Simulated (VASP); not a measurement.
# Cd7S (P-3m1) in VASP: a series of runs

Runs on Cd7S. Level: PBE. Tasks: single point.

Everything below comes from runs of VASP 6.6.1. Logs are shortened: lines on timing, memory, paths and dates and some standing lists are left out, and cuts for length are marked.

### 1 The cell of the first run

The structure is trigonal, space group P-3m1 (No. 164). The conventional cell has a = 3.183 Å, b = 3.183 Å, c = 20.969 Å, α = 90.00°, β = 90.00°, γ = 120.00°. Within 3.7 Å of Cd (site symmetry 3m) lie 3 S at 2.79 Å and 9 Cd at 3.18 to 3.21 Å. Within 4.2 Å of Cd (site symmetry 3m) lie 12 Cd at 3.18 to 3.36 Å. Cd (site symmetry 3m) has 12 Cd at 3.18 to 3.46 Å within 4.2 Å. Within 4.2 Å of Cd (site symmetry -3m) lie 12 Cd at 3.18 to 3.46 Å. S (site symmetry -3m) has 6 Cd at 2.79 Å and 6 S at 3.18 Å within 3.7 Å.

### 2 Single point, PBE

The input, INCAR:

```
PREC = Accurate
ENCUT = 520
EDIFF = 1E-6
ISMEAR = 0
SIGMA = 0.2
LREAL = False
LASPH = True
NELM = 100
ALGO = Normal
ISIF = 2
LWAVE = False
LCHARG = False
GGA = PE
NBANDS = 55
```

The input, KPOINTS:

```
regular mesh
0
Gamma
  6 6 1
```

The input, POSCAR:

```
Cd7S
1.0
    3.1825503798      0.0000000000      0.0000000000
   -1.5912751899      2.7561694778      0.0000000000
    0.0000000000      0.0000000000     20.9691911581
Cd S
7 1
Direct
    0.6666666667      0.3333333333      0.8997643683
    0.3333333333      0.6666666667      0.1002356317
    0.3333333333      0.6666666667      0.7739530207
    0.6666666667      0.3333333333      0.6398909021
    0.6666666667      0.3333333333      0.2260469793
    0.3333333333      0.6666666667      0.3601090979
    0.0000000000      0.0000000000      0.5000000000
    0.0000000000      0.0000000000      0.0000000000
```

Potentials or basis: VASP PAW PBE potentials, release 64 (Cd, S).

On the command line:

```console
> cat potpaw_PBE.64/Cd/POTCAR potpaw_PBE.64/S/POTCAR > POTCAR
> mpirun -np 1 vasp_std > vasp.out
```

OUTCAR:

```text
PREC = Accurate
   ENCUT = 520
   EDIFF = 1E-6
   ISMEAR = 0
   LREAL = False
   LASPH = True
   NELM = 100
   ISIF = 2
   GGA = PE

 ion  position               nearest neighbor table
   1  0.667  0.333  0.900-   8 2.79   8 2.79   8 2.79   3 3.21   3 3.21   3 3.21
   2  0.333  0.667  0.100-   8 2.79   8 2.79   8 2.79   5 3.21   5 3.21   5 3.21
   3  0.333  0.667  0.774-   1 3.21   1 3.21   1 3.21   4 3.36   4 3.36   4 3.36
   4  0.667  0.333  0.640-   3 3.36   3 3.36   3 3.36   7 3.46   7 3.46   7 3.46
   5  0.667  0.333  0.226-   2 3.21   2 3.21   2 3.21   6 3.36   6 3.36   6 3.36
   6  0.333  0.667  0.360-   5 3.36   5 3.36   5 3.36   7 3.46   7 3.46   7 3.46
   7  0.000  0.000  0.500-   4 3.46   6 3.46   4 3.46   6 3.46   4 3.46   6 3.46
   8  0.000  0.000  0.000-   1 2.79   2 2.79   1 2.79   2 2.79   1 2.79   2 2.79

  LATTYP: Found a hexagonal cell.
 ALAT       =     3.1825503798
 C/A-ratio  =     6.5888010104

  Lattice vectors:

 A1 = (   3.1825503798,   0.0000000000,   0.0000000000)
 A2 = (  -1.5912751899,   2.7561694778,   0.0000000000)
 A3 = (   0.0000000000,   0.0000000000,  20.9691911581)

Analysis of symmetry for initial positions (statically):
=====================================================================
 Subroutine PRICEL returns:
 Original cell was already a primitive cell.

 Routine SETGRP: Setting up the symmetry group for a
 hexagonal supercell.

 Subroutine GETGRP returns: Found 12 space group operations
 (whereof 12 operations were pure point group operations)
 out of a pool of 24 trial point group operations.

The static configuration has the point symmetry D_3d.

Analysis of symmetry for dynamics (positions and initial velocities):
=====================================================================
 Subroutine PRICEL returns:
 Original cell was already a primitive cell.

 Routine SETGRP: Setting up the symmetry group for a
 hexagonal supercell.

 Subroutine GETGRP returns: Found 12 space group operations
 (whereof 12 operations were pure point group operations)
 out of a pool of 24 trial point group operations.

The dynamic configuration has the point symmetry D_3d.

 Subroutine INISYM returns: Found 12 space group operations
 (whereof 12 operations are pure point group operations),
 and found     1 'primitive' translations

----------------------------------------------------------------------------------------

                                     Primitive cell

  volume of cell :     183.9344

  direct lattice vectors                    reciprocal lattice vectors
     3.182550380  0.000000000  0.000000000     0.314213408  0.181411196  0.000000000
    -1.591275190  2.756169478  0.000000000     0.000000000  0.362822391  0.000000000
     0.000000000  0.000000000 20.969191158     0.000000000  0.000000000  0.047689012

  length of vectors
     3.182550380  3.182550380 20.969191158     0.362822391  0.362822391  0.047689012

  position of ions in fractional coordinates (direct lattice)
     0.666666667  0.333333333  0.899764368
     0.333333333  0.666666667  0.100235632
     0.333333333  0.666666667  0.773953021
     0.666666667  0.333333333  0.639890902
     0.666666667  0.333333333  0.226046979
     0.333333333  0.666666667  0.360109098
     0.000000000  0.000000000  0.500000000
     0.000000000  0.000000000  0.000000000

  ion indices of the primitive-cell ions
   primitive index   ion index
                 1           1
                 2           2
                 3           3
                 4           4
                 5           5
                 6           6
                 7           7
                 8           8

----------------------------------------------------------------------------------------

 KPOINTS: regular mesh

Automatic generation of k-mesh.
 Grid dimensions read from file:
 generate k-points for:    6    6    1

 Generating k-lattice:

  Cartesian coordinates                     Fractional coordinates (reciprocal lattice)
     0.052368901  0.030235199  0.000000000     0.166666667 -0.000000000  0.000000000
     0.000000000  0.060470399  0.000000000     0.000000000  0.166666667  0.000000000
     0.000000000  0.000000000  0.047689012     0.000000000  0.000000000  1.000000000

  Length of vectors
     0.060470399  0.060470399  0.047689012

  Shift w.r.t. Gamma in fractional coordinates (k-lattice)
     0.000000000  0.000000000  0.000000000

 Subroutine IBZKPT returns following result:
 ===========================================

 Found      7 irreducible k-points:

 Following reciprocal coordinates:
            Coordinates               Weight
  0.000000  0.000000  0.000000      1.000000
  0.166667  0.000000  0.000000      6.000000
  0.333333  0.000000  0.000000      6.000000
  0.500000  0.000000  0.000000      3.000000
  0.166667  0.166667  0.000000      6.000000
  0.333333  0.166667  0.000000     12.000000
  0.333333  0.333333  0.000000      2.000000
   k-points           NKPTS =      7   k-points in BZ     NKDIM =      7   number of bands    NBANDS=     55
   number of dos      NEDOS =    301   number of ions     NIONS =      8
   total plane-waves  NPLWV =  92160
   dimension x,y,z NGX =    24 NGY =   24 NGZ =  160
   dimension x,y,z NGXF=    48 NGYF=   48 NGZF=  320
   ions per type =               7   1
   NGX,Y,Z   is equivalent  to a cutoff of  12.54, 12.54, 12.68 a.u.
   NGXF,Y,Z  is equivalent  to a cutoff of  25.07, 25.07, 25.37 a.u.
 SYSTEM =  unknown system
   PREC   = accura    normal or accurate (medium, high low for compatibility)
   ISTART =      0    job   : 0-new  1-cont  2-samecut
   ICHARG =      2    charge: 1-file 2-atom 10-const
   ISPIN  =      1    spin polarized calculation?
   LNONCOLLINEAR =      F non collinear calculations
   LSORBIT =      F    spin-orbit coupling
   LASPH  =      T    aspherical Exc in radial PAW
   ENCUT  =  520.0 eV  38.22 Ry    6.18 a.u.   5.92  5.92 38.99*2*pi/ulx,y,z
   NELM   =    100;   NELMIN=  2; NELMDL= -5     # of ELM steps
   EDIFF  = 0.1E-05   stopping-criterion for ELM
   LREAL  =      F    real-space projection
   EDIFFG = 0.1E-04   stopping-criterion for IOM
   NSW    =      0    number of steps for IOM
   IBRION =     -1    ionic relax: 0-MD 1-quasi-New 2-CG
   NFREE  =      0    steps in history (QN), initial steepest desc. (CG)
   ISIF   =      2    stress and relaxation
   ISYM   =      2    0-nonsym 1-usesym 2-fastsym
   POTIM  = 0.5000    time-step for ionic-motion
   TEBEG  =    0.0;   TEEND  =   0.0 temperature during run
   PSTRESS=    0.0 pullay stress
   NELECT =      90.0000    total number of electrons
   NUPDOWN=      -1.0000    fix difference up-down
   EMIN   =  10.00;   EMAX   =-10.00  energy-range for DOS
   EFERMI =   0.00;   METHOD = LEGACY
   ISMEAR =     0;   SIGMA  =   0.20  broadening in eV -4-tet -1-fermi 0-gaus
   EFERMI_NEDOS =   21; number of points for ismear=-14 and -15
   IALGO  =     38    algorithm
   IMIX   =      4    mixing-type and parameters
     AMIX     =   0.40;   BMIX     =  1.00
     AMIX_MAG =   1.60;   BMIX_MAG =  1.00
  volume/ion in A,a.u.               =      22.99       155.16
  Fermi-wavevector in a.u.,A,eV,Ry     =   1.290035  2.437812 22.642671  1.664189
  Thomas-Fermi vector in A             =   2.421891
   LORBIT       =      0    0 simple, 1 ext, 2 COOP (PROOUT), +10 PAW based schemes
   GGA     = PE    functional components
   LHFCALC =     F    Hartree Fock is set to
   AEXX    =    0.0000 exact exchange contribution
   IVDW    =     0    specifies the selected vdW correction
   LEPSILON=     F    determine dielectric tensor
   LRPA    =     F    only Hartree local field effects (RPA)
 non-spin polarized calculation
 Gauss-broadening in eV      SIGMA  =   0.20
  energy-cutoff  :      520.00
  volume of cell :      183.93
 maximum number of plane-waves:      4971
 NGX is ok and might be reduce to    24
   NGX = 11   NGY = 11   NGZ = 77

 number of electron      89.9999979 magnetization

 Free energy of the ion-electron system (eV)
  ---------------------------------------------------
  ext. energy  EPLUGINS =         0.00000000
  ---------------------------------------------------
  free energy    TOTEN  =        -8.74879582 eV

  energy without entropy =       -8.71379601  energy(sigma->0) =       -8.73129592

 E-fermi :   2.6375     XC(G=0): -10.5176

 val. band max:        2.6108468486   @ k =   0.3333   0.3333   0.0000
 cond. band min:       2.9790938303   @ k =   0.3333   0.1667   0.0000
 fundamental gap:      0.3682469817
 Fermi energy:         2.6374763512

 k-point     1 :       0.0000    0.0000    0.0000
  band No.  band energies     occupation
      1     -11.3288      2.00000
      2      -6.7148      2.00000
      3      -6.7075      2.00000
      4      -6.5521      2.00000
      5      -6.5234      2.00000
      6      -6.4704      2.00000
[... 47 lines left out ...]
     54      12.8262      0.00000
     55      12.8262      0.00000

 k-point     2 :       0.1667    0.0000    0.0000
  band No.  band energies     occupation
      1     -10.9940      2.00000
      2      -6.6137      2.00000
      3      -6.6134      2.00000
      4      -6.4680      2.00000
      5      -6.4618      2.00000
      6      -6.4195      2.00000
[... 47 lines left out ...]
     54      10.8076      0.00000
     55      11.2300      0.00000

 k-point     3 :       0.3333    0.0000    0.0000
  band No.  band energies     occupation
      1     -10.1841      2.00000
      2      -6.7785      2.00000
      3      -6.7624      2.00000
      4      -6.6779      2.00000
      5      -6.6116      2.00000
      6      -6.5805      2.00000
[... 47 lines left out ...]
     54       7.6119      0.00000
     55       8.4962      0.00000

 k-point     4 :       0.5000    0.0000    0.0000
  band No.  band energies     occupation
      1      -9.6659      2.00000
      2      -6.8837      2.00000
      3      -6.8554      2.00000
      4      -6.7861      2.00000
      5      -6.7249      2.00000
      6      -6.7109      2.00000
[... 47 lines left out ...]
     54       6.2799      0.00000
     55       7.5119      0.00000

 k-point     5 :       0.1667    0.1667    0.0000
  band No.  band energies     occupation
      1     -10.4126      2.00000
      2      -6.5713      2.00000
      3      -6.5361      2.00000
      4      -6.5265      2.00000
      5      -6.5136      2.00000
      6      -6.4519      2.00000
[... 47 lines left out ...]
     54       8.6256      0.00000
     55       8.7929      0.00000

 k-point     6 :       0.3333    0.1667    0.0000
  band No.  band energies     occupation
      1      -9.6855      2.00000
      2      -6.6997      2.00000
      3      -6.6537      2.00000
      4      -6.6280      2.00000
      5      -6.5957      2.00000
      6      -6.5850      2.00000
[... 47 lines left out ...]
     54       6.8005      0.00000
     55       7.0282      0.00000

 k-point     7 :       0.3333    0.3333    0.0000
  band No.  band energies     occupation
      1      -9.4115      2.00000
      2      -6.5883      2.00000
      3      -6.5104      2.00000
      4      -6.4897      2.00000
      5      -6.4897      2.00000
      6      -6.4485      2.00000
[... 47 lines left out ...]
     54       5.3033      0.00000
     55       5.4471      0.00000

------------------------ aborting loop because EDIFF is reached ----------------------------------------

  FORCE on cell =-STRESS in cart. coord.  units (eV):
  Direction    XX          YY          ZZ          XY          YZ          ZX
  --------------------------------------------------------------------------------------
  -------------------------------------------------------------------------------------
  Total        0.0456607      0.0456607      0.5138959      0.0000000     -0.0000000      0.0000000
  in kB        0.3977316      0.3977316      4.4763382      0.0000000     -0.0000000      0.0000000
  external PRESSURE =       1.7572671 kB  Pullay stress =       0.0000000 kB

 VOLUME and BASIS-vectors are now :
 -----------------------------------------------------------------------------
  energy-cutoff  :      520.00
  volume of cell :      183.93
      direct lattice vectors                 reciprocal lattice vectors
     3.182550380  0.000000000  0.000000000     0.314213408  0.181411196  0.000000000
    -1.591275190  2.756169478  0.000000000     0.000000000  0.362822391  0.000000000
     0.000000000  0.000000000 20.969191158     0.000000000  0.000000000  0.047689012

 POSITION                                       TOTAL-FORCE (eV/Angst)
 -----------------------------------------------------------------------------------
      1.59128      0.91872     18.86733        -0.000000      0.000000     -0.018003
     -0.00000      1.83745      2.10186         0.000000     -0.000000      0.018003
     -0.00000      1.83745     16.22917         0.000000      0.000000     -0.035292
      1.59128      0.91872     13.41799        -0.000000     -0.000000      0.011897
      1.59128      0.91872      4.74002        -0.000000      0.000000      0.035292
     -0.00000      1.83745      7.55120         0.000000      0.000000     -0.011897
      0.00000      0.00000     10.48460        -0.000000      0.000000      0.000000
      0.00000      0.00000      0.00000        -0.000000      0.000000      0.000000
 -----------------------------------------------------------------------------------
    total drift:                                0.000000     -0.000000     -0.000000

  FREE ENERGIE OF THE ION-ELECTRON SYSTEM (eV)
  ---------------------------------------------------
  free  energy   TOTEN  =        -8.7487958202 eV

  energy  without entropy=       -8.7137960119  energy(sigma->0) =       -8.73129592
```

Wall time 41 s (1 thread of Intel Xeon 6975P-C (Granite Rapids), shared host); peak memory 0.3 GiB.

What came out:

```yaml
Free_energy: -8.7488 eV
Pressure: 0.2 GPa
Largest_force: 0.035 eV/Å
Band_gap_on_the_k_mesh: zero (band 45 reaches 3.26 eV, above the bottom of band 46 at 2.06 eV)
```

Forces in eV/Å, atoms in the order of the input:
```
Cd   0.000  0.000 -0.018
Cd   0.000  0.000  0.018
Cd   0.000  0.000 -0.035
Cd   0.000  0.000  0.012
Cd   0.000  0.000  0.035
Cd   0.000  0.000 -0.012
Cd   0.000  0.000  0.000
S    0.000  0.000  0.000
```

Caveat: the k points lie up to 0.38 Å⁻¹ apart.

[end of part 1 of 2]
